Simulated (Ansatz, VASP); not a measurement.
# AlFe in VASP and in Ansatz

Contents of INCAR:

```
SYSTEM = AlFe
ALGO = Normal ; EDIFF = 1E-7
ENCUT = 520 ; GGA = CA
ISIF = 2 ; ISMEAR = -1
ISPIN = 2 ; LASPH = .True.
LCHARG = .False. ; LMAXMIX = 4
LORBIT = 11 ; LREAL = .False.
LWAVE = .False. ; MAGMOM = 3 0
NBANDS = 16 ; NELM = 150
PREC = Accurate ; SIGMA = 0.05
```

File KPOINTS:

```
k-points
0
Gamma
  9 9 9
  0 0 0
```

The input POSCAR:

```
AlFe
1.0
    2.8706708545      0.0000000000      0.0000000000
    0.0000000000      2.8706708545      0.0000000000
    0.0000000000      0.0000000000      2.8706708545
Fe Al
1 1
Direct
    0.5000000000      0.5000000000      0.5000000000
    0.0000000000      0.0000000000      0.0000000000
```

Contents of input.yaml:

```yaml
crystal:
  lattice:
    - [2.8706708545, 0.0, 0.0]
    - [0.0, 2.8706708545, 0.0]
    - [0.0, 0.0, 2.8706708545]
  atoms:
    - { symbol: Fe, position: [0.5, 0.5, 0.5], spin: 3.0 }
    - { symbol: Al, position: [0.0, 0.0, 0.0] }
kpoints:
  mp_grid: { grid: [9, 9, 9] }
scf:
  occupations: { method: fermi_dirac, width: 0.05 }
hamiltonian:
  xc: lda
  pseudopotentials: { kind: all_electron, lapw: { basis_error: 0.001 } }
magnetization:
  spin_polarized: true
output:
  forces: true
  stress: true
  eigenvalues: true
```

Change from the starting cell: volume scaled by 0.96.

Alike in both runs: task single point; functional LDA; k mesh 9 × 9 × 9; occupations fermi-dirac, width 0.05 eV; collinear spin.

```csv
,VASP,Ansatz
version,VASP 6.6.1,Ansatz 0.2.0
potentials or method,"VASP PAW LDA potentials, release 64 (Fe, Al), cutoff 520 eV","all-electron LAPW, scalar-relativistic"
```

Ansatz gave:

* gap on the k mesh at the Fermi level (eV): none
* pressure (GPa): -10.8
* net moment per atom (μB): 0.28
* size of the moment on the site where the two differ most (μB): 0.61

Q: Estimate VASP's values.

A: gap on the k mesh at the Fermi level (eV): none; pressure (GPa): -10.5; net moment per atom (μB): 0.26; size of the moment on the site where the two differ most (μB): 0.54.

LDA's correlation is that of Perdew and Zunger in VASP and of Perdew and Wang (1992) in Ansatz. Site moments also hang on the region over which each program counts them. A gap of «none» marks a metal or a gap that the smearing closes. Ansatz ran all-electron here, and VASP with PAW potentials.
